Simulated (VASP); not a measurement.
# K2HfSe6 (Fm-3m) in VASP: single point with PBE

Aim: the single point of K2HfSe6 with PBE.

Everything below comes from runs of VASP 6.6.1. Logs are shortened: lines on timing, memory, paths and dates and some standing lists are left out, and cuts for length are marked.

## 1. The cell of the first run

It takes space group Fm-3m (No. 225, cubic). The conventional cell has a = 10.381 Å, b = 10.381 Å, c = 10.381 Å, α = 90.00°, β = 90.00°, γ = 90.00°. Within 3.3 Å of Se (site symmetry 4mm) lie 1 Hf at 2.53 Å. Within 3.3 Å of Hf (site symmetry m-3m) lie 6 Se at 2.53 Å. Within 4.8 Å of K (site symmetry -43m) lie 12 Se at 3.67 Å and 4 Hf at 4.49 Å.

## 2. Single point, PBE

INCAR

```
SYSTEM = K2HfSe6
  PREC = Accurate
  ENCUT = 520
  EDIFF = 1E-6
  ISMEAR = -1
  SIGMA = 0.1
  LREAL = .False.
  LASPH = .True.
  NELM = 100
  ALGO = Normal
  ISIF = 2
  LWAVE = .False.
  LCHARG = .False.
  GGA = PE
  NBANDS = 42
```

KPOINTS

```
Automatic mesh
0
Gamma
  6 6 6
  0 0 0
```

POSCAR

```
K2HfSe6
1.0
    0.0000000000      5.1903280000      5.1903280000
    5.1903280000      0.0000000000      5.1903280000
    5.1903280000      5.1903280000      0.0000000000
Se Hf K
6 1 2
Direct
    0.7563000000      0.2437000000      0.2437000000
    0.2437000000      0.7563000000      0.2437000000
    0.2437000000      0.7563000000      0.7563000000
    0.7563000000      0.2437000000      0.7563000000
    0.2437000000      0.2437000000      0.7563000000
    0.7563000000      0.7563000000      0.2437000000
    0.0000000000      0.0000000000      0.0000000000
    0.2500000000      0.2500000000      0.2500000000
    0.7500000000      0.7500000000      0.7500000000
```

Potentials or basis: VASP PAW PBE potentials, release 64 (Se, Hf_pv, K_sv).

Started as:

```bash
$ cat potpaw_PBE.64/Se/POTCAR potpaw_PBE.64/Hf_pv/POTCAR potpaw_PBE.64/K_sv/POTCAR > POTCAR
$ mpirun -np 1 vasp_std > vasp.out
```

OUTCAR:

```text
SYSTEM = K2HfSe6
   PREC = Accurate
   ENCUT = 520
   EDIFF = 1E-6
   ISMEAR = -1
   LREAL = .False.
   LASPH = .True.
   NELM = 100
   ISIF = 2
   GGA = PE

 ion  position               nearest neighbor table
   1  0.756  0.244  0.244-   7 2.53
   2  0.244  0.756  0.244-   7 2.53
   3  0.244  0.756  0.756-   7 2.53
   4  0.756  0.244  0.756-   7 2.53
   5  0.244  0.244  0.756-   7 2.53
   6  0.756  0.756  0.244-   7 2.53
   7  0.000  0.000  0.000-   1 2.53   2 2.53   3 2.53   4 2.53   5 2.53   6 2.53
   8  0.250  0.250  0.250-
   9  0.750  0.750  0.750-

  LATTYP: Found a face centered cubic cell.
 ALAT       =    10.3806560000

  Lattice vectors:

 A1 = (   0.0000000000,   5.1903280000,   5.1903280000)
 A2 = (   5.1903280000,   0.0000000000,   5.1903280000)
 A3 = (   5.1903280000,   5.1903280000,   0.0000000000)

Analysis of symmetry for initial positions (statically):
=====================================================================
 Subroutine PRICEL returns:
 Original cell was already a primitive cell.

 Routine SETGRP: Setting up the symmetry group for a
 face centered cubic supercell.

 Subroutine GETGRP returns: Found 48 space group operations
 (whereof 48 operations were pure point group operations)
 out of a pool of 48 trial point group operations.

The static configuration has the point symmetry O_h .

Analysis of symmetry for dynamics (positions and initial velocities):
=====================================================================
 Subroutine PRICEL returns:
 Original cell was already a primitive cell.

 Routine SETGRP: Setting up the symmetry group for a
 face centered cubic supercell.

 Subroutine GETGRP returns: Found 48 space group operations
 (whereof 48 operations were pure point group operations)
 out of a pool of 48 trial point group operations.

The dynamic configuration has the point symmetry O_h .

 Subroutine INISYM returns: Found 48 space group operations
 (whereof 48 operations are pure point group operations),
 and found     1 'primitive' translations

----------------------------------------------------------------------------------------

                                     Primitive cell

  volume of cell :     279.6497

  direct lattice vectors                    reciprocal lattice vectors
     0.000000000  5.190328000  5.190328000    -0.096333026  0.096333026  0.096333026
     5.190328000  0.000000000  5.190328000     0.096333026 -0.096333026  0.096333026
     5.190328000  5.190328000  0.000000000     0.096333026  0.096333026 -0.096333026

  length of vectors
     7.340232251  7.340232251  7.340232251     0.166853695  0.166853695  0.166853695

  position of ions in fractional coordinates (direct lattice)
     0.756300000  0.243700000  0.243700000
     0.243700000  0.756300000  0.243700000
     0.243700000  0.756300000  0.756300000
     0.756300000  0.243700000  0.756300000
     0.243700000  0.243700000  0.756300000
     0.756300000  0.756300000  0.243700000
     0.000000000  0.000000000  0.000000000
     0.250000000  0.250000000  0.250000000
     0.750000000  0.750000000  0.750000000

  ion indices of the primitive-cell ions
   primitive index   ion index
                 1           1
                 2           2
                 3           3
                 4           4
                 5           5
                 6           6
                 7           7
                 8           8
                 9           9

----------------------------------------------------------------------------------------

 KPOINTS: Automatic mesh

Automatic generation of k-mesh.
 Grid dimensions read from file:
 generate k-points for:    6    6    6

 Generating k-lattice:

  Cartesian coordinates                     Fractional coordinates (reciprocal lattice)
    -0.016055504  0.016055504  0.016055504     0.166666667  0.000000000  0.000000000
     0.016055504 -0.016055504  0.016055504     0.000000000  0.166666667  0.000000000
     0.016055504  0.016055504 -0.016055504     0.000000000  0.000000000  0.166666667

  Length of vectors
     0.027808949  0.027808949  0.027808949

  Shift w.r.t. Gamma in fractional coordinates (k-lattice)
     0.000000000  0.000000000  0.000000000

 Subroutine IBZKPT returns following result:
 ===========================================

 Found     16 irreducible k-points:

 Following reciprocal coordinates:
            Coordinates               Weight
  0.000000  0.000000  0.000000      1.000000
  0.166667  0.000000  0.000000      8.000000
  0.333333  0.000000  0.000000      8.000000
  0.500000  0.000000  0.000000      4.000000
  0.166667  0.166667  0.000000      6.000000
  0.333333  0.166667  0.000000     24.000000
[... 8 lines left out ...]
 -0.333333  0.333333  0.166667     24.000000
 -0.333333  0.500000  0.166667     12.000000
   k-points           NKPTS =     16   k-points in BZ     NKDIM =     16   number of bands    NBANDS=     42
   number of dos      NEDOS =    301   number of ions     NIONS =      9
   total plane-waves  NPLWV = 175616
   dimension x,y,z NGX =    56 NGY =   56 NGZ =   56
   dimension x,y,z NGXF=   112 NGYF=  112 NGZF=  112
   ions per type =               6   1   2
   NGX,Y,Z   is equivalent  to a cutoff of  12.68, 12.68, 12.68 a.u.
   NGXF,Y,Z  is equivalent  to a cutoff of  25.37, 25.37, 25.37 a.u.
 SYSTEM =  K2HfSe6
   PREC   = accura    normal or accurate (medium, high low for compatibility)
   ISTART =      0    job   : 0-new  1-cont  2-samecut
   ICHARG =      2    charge: 1-file 2-atom 10-const
   ISPIN  =      1    spin polarized calculation?
   LNONCOLLINEAR =      F non collinear calculations
   LSORBIT =      F    spin-orbit coupling
   LASPH  =      T    aspherical Exc in radial PAW
   ENCUT  =  520.0 eV  38.22 Ry    6.18 a.u.  13.65 13.65 13.65*2*pi/ulx,y,z
   NELM   =    100;   NELMIN=  2; NELMDL= -5     # of ELM steps
   EDIFF  = 0.1E-05   stopping-criterion for ELM
   LREAL  =      F    real-space projection
   EDIFFG = 0.1E-04   stopping-criterion for IOM
   NSW    =      0    number of steps for IOM
   IBRION =     -1    ionic relax: 0-MD 1-quasi-New 2-CG
   NFREE  =      0    steps in history (QN), initial steepest desc. (CG)
   ISIF   =      2    stress and relaxation
   ISYM   =      2    0-nonsym 1-usesym 2-fastsym
   POTIM  = 0.5000    time-step for ionic-motion
   TEBEG  =    0.0;   TEEND  =   0.0 temperature during run
   PSTRESS=    0.0 pullay stress
   NELECT =      64.0000    total number of electrons
   NUPDOWN=      -1.0000    fix difference up-down
   EMIN   =  10.00;   EMAX   =-10.00  energy-range for DOS
   EFERMI =   0.00;   METHOD = LEGACY
   ISMEAR =    -1;   SIGMA  =   0.10  broadening in eV -4-tet -1-fermi 0-gaus
   EFERMI_NEDOS =   21; number of points for ismear=-14 and -15
   IALGO  =     38    algorithm
   IMIX   =      4    mixing-type and parameters
     AMIX     =   0.40;   BMIX     =  1.00
     AMIX_MAG =   1.60;   BMIX_MAG =  1.00
  volume/ion in A,a.u.               =      31.07       209.69
  Fermi-wavevector in a.u.,A,eV,Ry     =   1.001375  1.892324 13.643264  1.002752
  Thomas-Fermi vector in A             =   2.133793
   LORBIT       =      0    0 simple, 1 ext, 2 COOP (PROOUT), +10 PAW based schemes
   GGA     = PE    functional components
   LHFCALC =     F    Hartree Fock is set to
   AEXX    =    0.0000 exact exchange contribution
   IVDW    =     0    specifies the selected vdW correction
   LEPSILON=     F    determine dielectric tensor
   LRPA    =     F    only Hartree local field effects (RPA)
 non-spin polarized calculation
  energy-cutoff  :      520.00
  volume of cell :      279.65
 maximum number of plane-waves:      7631
 NGX is ok and might be reduce to    56
   NGX = 27   NGY = 27   NGZ = 27

 number of electron      63.9999997 magnetization

 Free energy of the ion-electron system (eV)
  ---------------------------------------------------
  ext. energy  EPLUGINS =         0.00000000
  ---------------------------------------------------
  free energy    TOTEN  =       -37.33788165 eV

  energy without entropy =      -36.97174598  energy(sigma->0) =      -37.15481382

 E-fermi :   0.8469     XC(G=0):  -8.3580

 val. band max:        0.8190676577   @ k =   0.1667   0.0000   0.0000
 cond. band min:       0.8639954807   @ k =   0.1667   0.1667   0.0000
 fundamental gap:      0.0449278229
 Fermi energy:         0.8469219286

 k-point     1 :       0.0000    0.0000    0.0000
  band No.  band energies     occupation
      1     -29.1673      2.00000
      2     -29.1673      2.00000
      3     -29.1673      2.00000
      4     -28.6068      2.00000
      5     -28.6057      2.00000
      6     -12.1103      2.00000
[... 34 lines left out ...]
     41       5.9462      0.00000
     42       5.9462      0.00000

 k-point     2 :       0.1667    0.0000    0.0000
  band No.  band energies     occupation
      1     -29.1673      2.00000
      2     -29.1673      2.00000
      3     -29.1673      2.00000
      4     -28.6067      2.00000
      5     -28.6057      2.00000
      6     -12.1287      2.00000
[... 34 lines left out ...]
     41       6.1847      0.00000
     42       6.1847      0.00000

 k-point     3 :       0.3333    0.0000    0.0000
  band No.  band energies     occupation
      1     -29.1673      2.00000
      2     -29.1673      2.00000
      3     -29.1673      2.00000
      4     -28.6065      2.00000
      5     -28.6059      2.00000
      6     -12.1685      2.00000
[... 537 lines left out ...]
      4     -28.6062      2.00000
      5     -28.6062      2.00000
      6     -12.2037      2.00000
[... 34 lines left out ...]
     41       6.8822      0.00000
     42       7.4023      0.00000

 k-point    16 :      -0.3333    0.5000    0.1667
  band No.  band energies     occupation
      1     -29.1673      2.00000
      2     -29.1673      2.00000
      3     -29.1673      2.00000
      4     -28.6063      2.00000
      5     -28.6061      2.00000
      6     -12.2187      2.00000
[... 34 lines left out ...]
     41       7.2860      0.00000
     42       7.4232      0.00000

------------------------ aborting loop because EDIFF is reached ----------------------------------------

  FORCE on cell =-STRESS in cart. coord.  units (eV):
  Direction    XX          YY          ZZ          XY          YZ          ZX
  --------------------------------------------------------------------------------------
  -------------------------------------------------------------------------------------
  Total        1.6163979      1.6163979      1.6163979      0.0000000      0.0000000      0.0000000
  in kB        9.2607137      9.2607137      9.2607137      0.0000000      0.0000000      0.0000000
  external PRESSURE =       9.2607137 kB  Pullay stress =       0.0000000 kB

 VOLUME and BASIS-vectors are now :
 -----------------------------------------------------------------------------
  energy-cutoff  :      520.00
  volume of cell :      279.65
      direct lattice vectors                 reciprocal lattice vectors
     0.000000000  5.190328000  5.190328000    -0.096333026  0.096333026  0.096333026
     5.190328000  0.000000000  5.190328000     0.096333026 -0.096333026  0.096333026
     5.190328000  5.190328000  0.000000000     0.096333026  0.096333026 -0.096333026

 POSITION                                       TOTAL-FORCE (eV/Angst)
 -----------------------------------------------------------------------------------
      2.52977      5.19033      5.19033         1.163003      0.000000      0.000000
      5.19033      2.52977      5.19033        -0.000000      1.163003      0.000000
      7.85089      5.19033      5.19033        -1.163003      0.000000      0.000000
      5.19033      7.85089      5.19033        -0.000000     -1.163003      0.000000
      5.19033      5.19033      2.52977        -0.000000      0.000000      1.163003
      5.19033      5.19033      7.85089        -0.000000      0.000000     -1.163003
      0.00000      0.00000      0.00000        -0.000000      0.000000      0.000000
      2.59516      2.59516      2.59516        -0.000000      0.000000      0.000000
      7.78549      7.78549      7.78549        -0.000000     -0.000000     -0.000000
 -----------------------------------------------------------------------------------
    total drift:                                0.000000      0.000000     -0.000000

  FREE ENERGIE OF THE ION-ELECTRON SYSTEM (eV)
  ---------------------------------------------------
  free  energy   TOTEN  =       -37.3378816495 eV

  energy  without entropy=      -36.9717459831  energy(sigma->0) =      -37.15481382
```

Run time: 2.3 min. Hardware: 1 thread of AMD EPYC 9R45 (Zen 5), shared host; peak memory 0.49 GiB.

What came out:

| Property | Result |
| --- | --- |
| Free energy | -37.3379 eV |
| Pressure | 0.9 GPa |
| Largest force | 1.163 eV/Å |
| Band gap on the k mesh | zero (band 32 reaches 1.27 eV, above the bottom of band 33 at 0.65 eV) |

Forces in eV/Å, atoms in the order of the input:
```
Se   1.163  0.000  0.000
Se   0.000  1.163  0.000
Se  -1.163  0.000  0.000
Se   0.000 -1.163  0.000
Se   0.000  0.000  1.163
Se   0.000  0.000 -1.163
Hf   0.000  0.000  0.000
K    0.000  0.000  0.000
K    0.000  0.000  0.000
```

Caveat: spin-orbit coupling is left out, which moves the levels of the heavy elements; forces of over 1 eV/Å act on the atoms, so gaps and moduli don't describe the material at rest.
